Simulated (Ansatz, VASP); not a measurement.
One calculation of Ni, two programs

```
Ni
1.0
     2.49604    0.00000    0.00000
    -1.24802    2.16163    0.00000
     0.00000    0.00000    4.15269
Ni
2
Direct
  0.33333 0.66667 0.25000
  0.66667 0.33333 0.75000
```

Change from the starting cell: volume scaled by 1.06.

Alike in both runs: task single point; functional LDA; k mesh 15 × 15 × 8; occupations fermi-dirac, width 0.08 eV; collinear spin.

|  | VASP | Ansatz |
| --- | --- | --- |
| version | VASP 6.6.1 | Ansatz 0.2.0 |
| potentials or method | VASP PAW LDA potentials, release 64 (Ni), cutoff 520 eV | all-electron LAPW, scalar-relativistic |

```tsv
	VASP	Ansatz	Ansatz less VASP
pressure (GPa)	-20.4	-20.7	-0.25
traceless stress, the component that is largest in VASP (GPa)	-1.85	-1.78	+0.074
net moment per atom (μB)	0.62	0.64	+0.018
size of the moment on the site where the two differ most (μB)	0.63	0.66	+0.032
```

LDA's correlation is that of Perdew and Zunger in VASP and of Perdew and Wang (1992) in Ansatz. Site moments also hang on the region over which each program counts them. Ansatz ran all-electron here, and VASP with PAW potentials.
